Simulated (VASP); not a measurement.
# Al2O3 (R-3c) in VASP: settings compared

The runs below take Al2O3 through relaxation of cell and atoms, with RPBE, PBEsol+D3(BJ), PBE+D3(BJ).

Everything below comes from runs of VASP 6.6.1. Logs are shortened: lines on timing, memory, paths and dates and some standing lists are left out, and cuts for length are marked.

**1. The cell of the first run**

Symmetry: R-3c, No. 167, trigonal system. Conventional cell: a = 4.760 Å, b = 4.760 Å, c = 12.996 Å, α = 90.00°, β = 90.00°, γ = 120.00°. Within 2.5 Å of Al (site symmetry 3) lie 6 O at 1.85 to 1.97 Å. Within 2.9 Å of O (site symmetry 2) lie 4 Al at 1.85 to 1.97 Å and 12 O at 2.53 to 2.86 Å.

**2. Relaxation of cell and atoms, RPBE**

INCAR reads:

```
PREC = Accurate ; ENCUT = 600
EDIFF = 1E-6 ; ISMEAR = -1
SIGMA = 0.05 ; LREAL = False
LASPH = True ; NELM = 80
ALGO = Normal ; ISIF = 3
LWAVE = False ; LCHARG = False
GGA = RP ; IBRION = 2
NSW = 60 ; EDIFFG = -0.01
```

KPOINTS reads:

```
regular mesh
0
Gamma
  7 7 7
```

POSCAR reads:

```
Al2O3
1.0
    2.3802500000      1.3742379782      4.3318666667
   -2.3802500000      1.3742379782      4.3318666667
    0.0000000000     -2.7484759565      4.3318666667
Al O
4 6
Direct
    0.8521600000      0.8521600000      0.8521600000
    0.6478400000      0.6478400000      0.6478400000
    0.1478400000      0.1478400000      0.1478400000
    0.3521600000      0.3521600000      0.3521600000
    0.0566800000      0.7500000000      0.4433200000
    0.7500000000      0.4433200000      0.0566800000
    0.4433200000      0.0566800000      0.7500000000
    0.9433200000      0.2500000000      0.5566800000
    0.2500000000      0.5566800000      0.9433200000
    0.5566800000      0.9433200000      0.2500000000
```

Potentials or basis: VASP PAW PBE potentials, release 64 (Al, O).

Started as:

```bash
cat potpaw_PBE.64/Al/POTCAR potpaw_PBE.64/O/POTCAR > POTCAR
mpirun -np 1 vasp_std > vasp.out
```

OUTCAR:

```text
PREC = Accurate
   ENCUT = 600
   EDIFF = 1E-6
   ISMEAR = -1
   LREAL = False
   LASPH = True
   NELM = 80
   ISIF = 3
   GGA = RP
   IBRION = 2
   NSW = 60
   EDIFFG = -0.01

 ion  position               nearest neighbor table
   1  0.852  0.852  0.852-   8 1.85   9 1.85  10 1.85   6 1.97   7 1.97   5 1.97   2 2.66   3 2.79
                             3 2.79   3 2.79   2 3.22   2 3.22   2 3.22
   2  0.648  0.648  0.648-   9 1.85   8 1.85  10 1.85   5 1.97   7 1.97   6 1.97   1 2.66   4 2.79
                             4 2.79   4 2.79   1 3.22   1 3.22   1 3.22
   3  0.148  0.148  0.148-   5 1.85   6 1.85   7 1.85   9 1.97  10 1.97   8 1.97   4 2.66   1 2.79
                             1 2.79   1 2.79   4 3.22   4 3.22   4 3.22
   4  0.352  0.352  0.352-   6 1.85   5 1.85   7 1.85   8 1.97  10 1.97   9 1.97   3 2.66   2 2.79
                             2 2.79   2 2.79   3 3.22   3 3.22   3 3.22
   5  0.057  0.750  0.443-   3 1.85   4 1.85   2 1.97   1 1.97
   6  0.750  0.443  0.057-   4 1.85   3 1.85   1 1.97   2 1.97
   7  0.443  0.057  0.750-   3 1.85   4 1.85   1 1.97   2 1.97
   8  0.943  0.250  0.557-   1 1.85   2 1.85   4 1.97   3 1.97
   9  0.250  0.557  0.943-   2 1.85   1 1.85   3 1.97   4 1.97
  10  0.557  0.943  0.250-   1 1.85   2 1.85   3 1.97   4 1.97

  LATTYP: Found a trigonal (rhomboedric) cell.
 ALAT       =     5.1302230849
 COS(alpha) =     0.5694707703

  Lattice vectors:

 A1 = (   2.3802500000,   1.3742379782,   4.3318666667)
 A2 = (  -2.3802500000,   1.3742379782,   4.3318666667)
 A3 = (   0.0000000000,  -2.7484759565,   4.3318666667)

Analysis of symmetry for initial positions (statically):
=====================================================================
 Subroutine PRICEL returns:
 Original cell was already a primitive cell.

 Routine SETGRP: Setting up the symmetry group for a
 trigonal (rhombohedral) supercell.

 Subroutine GETGRP returns: Found 12 space group operations
 (whereof  6 operations were pure point group operations)
 out of a pool of 12 trial point group operations.

The static configuration has the point symmetry S_6 .
 The point group associated with its full space group is D_3d.

Analysis of symmetry for dynamics (positions and initial velocities):
=====================================================================
 Subroutine PRICEL returns:
 Original cell was already a primitive cell.

 Routine SETGRP: Setting up the symmetry group for a
 trigonal (rhombohedral) supercell.

 Subroutine GETGRP returns: Found 12 space group operations
 (whereof  6 operations were pure point group operations)
 out of a pool of 12 trial point group operations.

The dynamic configuration has the point symmetry S_6 .
 The point group associated with its full space group is D_3d.

[... 128 lines left out ...]
   EFERMI =   0.00;   METHOD = LEGACY
   ISMEAR =    -1;   SIGMA  =   0.05  broadening in eV -4-tet -1-fermi 0-gaus
   EFERMI_NEDOS =   21; number of points for ismear=-14 and -15
   IALGO  =     38    algorithm
   IMIX   =      4    mixing-type and parameters
     AMIX     =   0.40;   BMIX     =  1.00
     AMIX_MAG =   1.60;   BMIX_MAG =  1.00
  volume/ion in A,a.u.               =       8.50        57.37
  Fermi-wavevector in a.u.,A,eV,Ry     =   1.353064  2.556920 24.909299  1.830782
  Thomas-Fermi vector in A             =   2.480350
   LORBIT       =      0    0 simple, 1 ext, 2 COOP (PROOUT), +10 PAW based schemes
   GGA     = RP    functional components
   LHFCALC =     F    Hartree Fock is set to
   AEXX    =    0.0000 exact exchange contribution
   IVDW    =     0    specifies the selected vdW correction
   LEPSILON=     F    determine dielectric tensor
   LRPA    =     F    only Hartree local field effects (RPA)
 conjugate gradient relaxation of ions
 non-spin polarized calculation
  energy-cutoff  :      600.00
  volume of cell :       85.02
 maximum number of plane-waves:      2867
 NGX is ok and might be reduce to    42
   NGX = 21   NGY = 21   NGZ = 21

--------------------------------------- Ionic step        1  -------------------------------------------

 number of electron      48.0000003 magnetization

 Free energy of the ion-electron system (eV)
  ---------------------------------------------------
  ext. energy  EPLUGINS =         0.00000000
  ---------------------------------------------------
  free energy    TOTEN  =       -70.86555319 eV

  energy without entropy =      -70.86555319  energy(sigma->0) =      -70.86555319

------------------------ aborting loop because EDIFF is reached ----------------------------------------

  FORCE on cell =-STRESS in cart. coord.  units (eV):
  Direction    XX          YY          ZZ          XY          YZ          ZX
  --------------------------------------------------------------------------------------
  -------------------------------------------------------------------------------------
  Total        6.2541080      6.2541080      5.8914993     -0.0000000     -0.0000000      0.0000000
  in kB      117.8596386    117.8596386    111.0262220     -0.0000000     -0.0000000      0.0000000
  external PRESSURE =     115.5818330 kB  Pullay stress =       0.0000000 kB
[... 251 lines left out ...]
--------------------------------------- Ionic step        7  -------------------------------------------

 number of electron      47.9999998 magnetization

 Free energy of the ion-electron system (eV)
  ---------------------------------------------------
  ext. energy  EPLUGINS =         0.00000000
  ---------------------------------------------------
  free energy    TOTEN  =       -71.00939162 eV

  energy without entropy =      -71.00939162  energy(sigma->0) =      -71.00939162

 E-fermi :   6.8308     XC(G=0): -11.2509

 val. band max:        5.7379090081   @ k =   0.0000   0.0000   0.0000
 cond. band min:      11.4614926229   @ k =   0.0000   0.0000   0.0000
 fundamental gap:      5.7235836147
 Fermi energy:         6.8307737752

 k-point     1 :       0.0000    0.0000    0.0000
  band No.  band energies     occupation
      1     -13.2045      2.00000
      2     -11.0858      2.00000
      3     -10.8356      2.00000
      4     -10.8356      2.00000
      5     -10.5413      2.00000
      6     -10.5413      2.00000
[... 781 lines left out ...]
     29      16.6681      0.00000
     30      16.9365      0.00000

 [... further k-points ...]

------------------------ aborting loop because EDIFF is reached ----------------------------------------

  FORCE on cell =-STRESS in cart. coord.  units (eV):
  Direction    XX          YY          ZZ          XY          YZ          ZX
  --------------------------------------------------------------------------------------
  -------------------------------------------------------------------------------------
  Total       -0.0544026     -0.0544026     -0.0498043     -0.0000000      0.0000000      0.0000000
  in kB       -0.9769008     -0.9769008     -0.8943286     -0.0000000      0.0000000      0.0000000
  external PRESSURE =      -0.9493767 kB  Pullay stress =       0.0000000 kB
[... 25 lines left out ...]
  FREE ENERGIE OF THE ION-ELECTRON SYSTEM (eV)
  ---------------------------------------------------
  free  energy   TOTEN  =       -71.0093916216 eV

  energy  without entropy=      -71.0093916216  energy(sigma->0) =      -71.00939162

 reached required accuracy - stopping structural energy minimisation
```

OSZICAR:

```text
N       E                     dE             d eps       ncg     rms          rms(c)
DAV:   1     0.290689400589E+03    0.29069E+03   -0.28285E+04  2640   0.171E+03
DAV:   2    -0.637066519193E+02   -0.35440E+03   -0.34279E+03  3506   0.335E+02
DAV:   3    -0.785767260281E+02   -0.14870E+02   -0.14828E+02  3162   0.758E+01
DAV:   4    -0.787072954158E+02   -0.13057E+00   -0.13043E+00  3162   0.800E+00
[... 46 lines left out ...]
DAV:   1    -0.710098056568E+02   -0.43673E-03   -0.93046E-03  3054   0.704E-01    0.154E-01
DAV:   2    -0.710093987848E+02    0.40687E-03   -0.17743E-03  2964   0.251E-01    0.233E-02
DAV:   3    -0.710093947333E+02    0.40515E-05   -0.32598E-05  3058   0.347E-02    0.101E-02
DAV:   4    -0.710093919814E+02    0.27520E-05   -0.30527E-06  2240   0.129E-02    0.240E-03
DAV:   5    -0.710093916216E+02    0.35975E-06   -0.35297E-07  1542   0.410E-03
   7 F= -.71009392E+02 E0= -.71009392E+02  d E =-.227001E-04
```

Wall time 9.5 min (1 thread of Intel Xeon Platinum 8259CL at 2.50GHz (Skylake/Cascade Lake), shared host); peak memory 0.32 GiB.

Results:

```yaml
Free_energy: -71.0094 eV
Relaxed_volume: 8.92 Å³/atom
Relaxed_cell: a = 5.214 Å, b = 5.214 Å, c = 5.214 Å, α = 55.27°, β = 55.27°, γ = 55.27°
Space_group_after_relaxing_to_0.1_Å: R-3c (No. 167)
Energy_gained_by_relaxing: 14.4 meV/atom
Ionic_steps: 7
Pressure_after_relaxing: -0.1 GPa
Band_gap_on_the_k_mesh: 5.72 eV
```

The path:
| step | energy change (eV) | largest force (eV/Å) | pressure (GPa) | volume (Å³) |
| --- | --- | --- | --- | --- |
| 1 | 0.0000 | 0.0353 | 11.56 | 85.02 |
| 2 | -0.0488 | 0.0773 | -8.04 | 92.79 |
| 3 | -0.1435 | 0.0393 | -0.02 | 89.18 |
| 4 | -0.1434 | 0.0385 | 0.17 | 89.09 |
| 5 | -0.1438 | 0.0012 | 0.17 | 89.11 |
| 6 | -0.1438 | 0.0012 | 0.17 | 89.11 |
| 7 | -0.1438 | 0.0008 | -0.09 | 89.22 |

Final structure:
```yaml
crystal:
  lattice:
    - [2.41851, 1.39633, 4.40346]
    - [-2.41851, 1.39633, 4.40346]
    - [0.00000, -2.79265, 4.40346]
  atoms:
    - { symbol: Al, position: [0.85213, 0.85213, 0.85213] }
    - { symbol: Al, position: [0.64787, 0.64787, 0.64787] }
    - { symbol: Al, position: [0.14787, 0.14787, 0.14787] }
    - { symbol: Al, position: [0.35213, 0.35213, 0.35213] }
    - { symbol: O, position: [0.05636, 0.75000, 0.44364] }
    - { symbol: O, position: [0.75000, 0.44364, 0.05636] }
    - { symbol: O, position: [0.44364, 0.05636, 0.75000] }
    - { symbol: O, position: [0.94364, 0.25000, 0.55636] }
    - { symbol: O, position: [0.25000, 0.55636, 0.94364] }
    - { symbol: O, position: [0.55636, 0.94364, 0.25000] }
```

Levels at points of the mesh, in eV from the valence-band top:
```tsv
k point	band 22	band 23	band 24	band 25	band 26	band 27
(0.00, 0.00, 0.00)	-0.03	-0.03	0.00	5.72	8.88	10.28
```

Caveat: the PAW data sets were made with another functional, which shifts forces and pressure a little. A hybrid or GW would open this gap; RPBE tends to underestimate it.

**3. Relaxation of cell and atoms, PBEsol+D3(BJ)**

INCAR reads:

```
SYSTEM = Al2O3
PREC     = Accurate       ! precision mode
ENCUT    = 600            ! plane-wave cutoff, eV
EDIFF    = 1E-6           ! SCF threshold, eV
ISMEAR   = -1             ! smearing method
SIGMA    = 0.05           ! smearing width, eV
LREAL    = .False.        ! projectors in reciprocal space
LASPH    = .True.         ! aspherical terms in the spheres
NELM     = 60             ! most SCF steps
ALGO     = Normal         ! electronic algorithm
ISIF     = 3              ! what is computed and relaxed
LWAVE    = .False.        ! write WAVECAR
LCHARG   = .False.        ! write CHGCAR
GGA      = PS             ! functional
IVDW     = 12             ! dispersion correction
IBRION   = 2              ! ionic algorithm
NSW      = 60             ! ionic steps
EDIFFG   = -0.01          ! ionic threshold
```

KPOINTS reads:

```
regular mesh
0
Gamma
  7 7 7
  0 0 0
```

POSCAR is that of step 2.

Potentials or basis: VASP PAW PBE potentials, release 64 (Al, O).

Started as:

```bash
cat potpaw_PBE.64/Al/POTCAR potpaw_PBE.64/O/POTCAR > POTCAR
mpirun -np 1 vasp_std > vasp.out
```

It took 8.5 min on 1 thread of Intel Xeon Platinum 8259CL at 2.50GHz (Skylake/Cascade Lake), shared host; peak memory 0.34 GiB.

Results (log left out):

| Item | Value |
| --- | --- |
| Free energy | -80.6301 eV |
| Relaxed volume | 8.42 Å³/atom |
| Relaxed cell | a = 5.111 Å, b = 5.111 Å, c = 5.111 Å, α = 55.37°, β = 55.37°, γ = 55.37° |
| Space group after relaxing (to 0.1 Å) | R-3c (No. 167) |
| Energy gained by relaxing | 0.7 meV/atom |
| Ionic steps | 6 |
| Pressure after relaxing | 0.1 GPa |
| Largest force after relaxing | 0.008 eV/Å |
| Band gap on the k mesh | 6.24 eV |
| Dispersion energy per atom | -0.197 eV |

Forces in eV/Å, atoms in the order of the input:
```
Al   0.000  0.000  0.008
Al   0.000  0.000 -0.008
Al   0.000  0.000 -0.008
Al   0.000  0.000  0.008
O    0.000  0.000  0.000
O    0.000  0.000  0.000
O    0.000  0.000  0.000
O    0.000  0.000  0.000
O    0.000  0.000  0.000
O    0.000  0.000  0.000
```

The path:
```csv
step,energy change (eV),largest force (eV/Å),pressure (GPa),volume (Å³)
1,0.0000,0.0900,-2.24,85.02
2,-0.0021,0.0358,2.11,83.56
3,-0.0066,0.0234,0.10,84.21
4,-0.0066,0.0217,0.16,84.20
5,-0.0068,0.0130,0.03,84.24
6,-0.0068,0.0083,0.06,84.24
```

Final structure:
```
CELL_PARAMETERS angstrom
2.37447 1.37090 4.31291
-2.37447 1.37090 4.31291
0.00000 -2.74180 4.31291
ATOMIC_POSITIONS crystal
Al 0.85200 0.85200 0.85200
Al 0.64800 0.64800 0.64800
Al 0.14800 0.14800 0.14800
Al 0.35200 0.35200 0.35200
O 0.05597 0.75000 0.44403
O 0.75000 0.44403 0.05597
O 0.44403 0.05597 0.75000
O 0.94403 0.25000 0.55597
O 0.25000 0.55597 0.94403
O 0.55597 0.94403 0.25000
```

Levels at points of the mesh, in eV from the valence-band top:
| k point | band 22 | band 23 | band 24 | band 25 | band 26 | band 27 |
| --- | --- | --- | --- | --- | --- | --- |
| (0.00, 0.00, 0.00) | -0.05 | -0.05 | 0.00 | 6.24 | 9.02 | 10.80 |

Caveat: the PAW data sets were made with another functional, which shifts forces and pressure a little.

(Part 1 of 2 ends here.)
